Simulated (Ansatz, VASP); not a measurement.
# BP in VASP and in Ansatz

```
P B
1.0
     0.00000    2.26900    2.26900
     2.26900    0.00000    2.26900
     2.26900    2.26900    0.00000
P B
1 1
Cartesian
  3.4035 3.4035 3.4035
  0.0000 0.0000 0.0000
```

Alike in both runs: functional BHLYP; k mesh 6 × 6 × 6; occupations fermi-dirac, width 0.05 eV; no spin polarisation.

|  | VASP | Ansatz |
| --- | --- | --- |
| version | VASP 6.6.1 | Ansatz 0.2.0 |
| potentials or method | VASP PAW PBE potentials, release 64 (P, B) | Ansatz PAW |
| plane-wave cutoff (eV) | 520 | 420 |
| valence electrons in the cell | 8 | 8 |
| task | single point | band structure |

```csv
,VASP,Ansatz,Ansatz less VASP
gap on the k mesh at the Fermi level (eV),4.74,4.66,-0.074
least direct gap on the mesh (eV),7.06,6.98,-0.083
pressure (GPa),-0.9,0.0,+0.98
```

VASP's potentials were made for PBE, not for BHLYP. With one functional, cell and mesh, what is left measures potentials, basis and numerics.

Noted on Ansatz's run: the k mesh misses the band edges, so the gap on the mesh is wider than the one along the path.
